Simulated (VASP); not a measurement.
Write the native input for VASP 6.6.1 that does the following.

```
Task                   : single point
Functional             : r2SCAN
Potentials or basis    : VASP PAW PBE potentials, release 64 (Ta_pv, Si)
Cutoff                 : 520 eV
k mesh                 : 6 × 6 × 6
Occupations            : gaussian, width 0.1 eV
Spin                   : no spin polarisation
Dipole correction      : no
Further INCAR settings : ALGO = Normal; EDIFF = 1e-06; NBANDS = 26
```

Crystal: Ta3Si.

```
CELL_PARAMETERS angstrom
0.00000 3.21130 3.21130
3.21130 0.00000 3.21130
3.21130 3.21130 0.00000
ATOMIC_POSITIONS crystal
Ta 0.25000 0.25000 0.25000
Ta 0.75000 0.75000 0.75000
Ta 0.50000 0.50000 0.50000
Si 0.00000 0.00000 0.00000
```

These files were run (other wordings do the same):

POSCAR

```
Ta3Si
1.0
    0.0000000000      3.2113035049      3.2113035049
    3.2113035049      0.0000000000      3.2113035049
    3.2113035049      3.2113035049      0.0000000000
Ta Si
3 1
Direct
    0.2500000000      0.2500000000      0.2500000000
    0.7500000000      0.7500000000      0.7500000000
    0.5000000000      0.5000000000      0.5000000000
    0.0000000000      0.0000000000      0.0000000000
```

INCAR.step1

```
SYSTEM = Ta3Si
PREC = Accurate
ENCUT = 520
ISMEAR = 0
SIGMA = 0.1
LREAL = .FALSE.
LASPH = .TRUE.
NELM = 100
NBANDS = 26
GGA = PE
ALGO = Normal
EDIFF = 1E-4
LWAVE = .TRUE.
LCHARG = .FALSE.
```

INCAR.step2

```
SYSTEM = Ta3Si
PREC = Accurate
ENCUT = 520
EDIFF = 1E-6
ISMEAR = 0
SIGMA = 0.1
LREAL = .FALSE.
LASPH = .TRUE.
NELM = 100
ALGO = Normal
ISIF = 2
LWAVE = .FALSE.
LCHARG = .TRUE.
METAGGA = R2SCAN
LMIXTAU = .TRUE.
LELF = .TRUE.
LVHAR = .TRUE.
NBANDS = 26
ISTART = 1
```

KPOINTS

```
regular mesh
0
G
  6 6 6
  0 0 0
```

Potentials or basis: VASP PAW PBE potentials, release 64 (Ta_pv, Si).

Run with:

```bash
$ cat potpaw_PBE.64/Ta_pv/POTCAR potpaw_PBE.64/Si/POTCAR > POTCAR
$ cp INCAR.step1 INCAR
$ mpirun -np 1 vasp_std > vasp.out
$ cp INCAR.step2 INCAR
$ mpirun -np 1 vasp_std > vasp.out
```

It gave:

The pressure is 0.7 GPa.

Caveat: the PAW data sets were made with another functional, which shifts forces and pressure a little.

Run time: 70 s on 1 thread of Intel(R) Xeon(R) Platinum 8559C (Emerald Rapids), on a shared host, peak memory 0.22 GiB.
